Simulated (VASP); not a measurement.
Runs of VASP 6.6.1 on CsPbBr3. The structure is that of space group Pm-3m (No. 221), or close to it. The cells are those of the table. 

```csv
task,level,potentials or basis,cell,cutoff (eV),smearing,gap on the mesh (eV),pressure (GPa),relaxed volume (Å³/atom)
single point,r2SCAN,"VASP PAW PBE potentials, release 64 (Cs_sv, Pb_d, Br)","a = 5.943 Å, 5 atoms",520,fermi-dirac 0.02 eV,2.06,0.0,-
relaxation of cell and atoms,LDA,"VASP PAW LDA potentials, release 64 (Cs_sv, Pb_d, Br)","relaxed from a = 6.010 Å, 5 atoms",600,fermi-dirac 0.02 eV,1.16,0.0,38.71
single point,PBE,"VASP PAW PBE potentials, release 64 (Cs_sv, Pb_d, Br)","a = 6.010 Å, 5 atoms",520,fermi-dirac 0.02 eV,1.79,0.0,-
single point,PBE,"VASP PAW PBE potentials, release 64 (Cs_sv, Pb_d, Br)","a = 5.943 Å, 5 atoms",520,fermi-dirac 0.02 eV,1.67,0.7,-
relaxation of cell and atoms,PBEsol,"VASP PAW PBE potentials, release 64 (Cs_sv, Pb_d, Br)","relaxed from a = 6.010 Å, 5 atoms",600,fermi-dirac 0.02 eV,1.45,0.0,(b)
relaxation of cell and atoms,PBE,"VASP PAW PBE potentials, release 64 (Cs_sv, Pb_d, Br)","relaxed from a = 5.404 Å, 5 atoms",600,fermi-dirac 0.02 eV,1.79,0.0,43.42
single point,LDA,"VASP PAW LDA potentials, release 64 (Cs_sv, Pb_d, Br)","a = 5.784 Å, 5 atoms",520,fermi-dirac 0.02 eV,1.16,0.0,-
single point,r2SCAN,"VASP PAW PBE potentials, release 64 (Cs_sv, Pb_d, Br)","a = 5.943 Å, 5 atoms",520,gaussian 0.01 eV,2.06,0.0,-
single point,PBEsol,"VASP PAW PBE potentials, release 64 (Cs_sv, Pb_d, Br)","a = 5.882 Å, 5 atoms",520,fermi-dirac 0.02 eV,1.45,0.0,-
single point,LDA,"VASP PAW LDA potentials, release 64 (Cs_sv, Pb_d, Br)","a = 5.943 Å, 5 atoms",520,gaussian 0.01 eV,1.49,(a),-
```

Alike in all rows: no spin polarisation; k mesh 4 × 4 × 4.

Question: Estimate the missing entries.

Answer: (a) -1.7; (b) 40.74.

Caveats: spin-orbit coupling is left out, which moves the levels of the heavy elements; the PAW data sets were made with another functional, which shifts forces and pressure a little (at least some runs); the volume moved by over 15 % at a fixed basis, so the end points are rough (at least some runs).

A k mesh can miss the band edges, and the runs leave out spin-orbit coupling on Br, Cs, Pb.
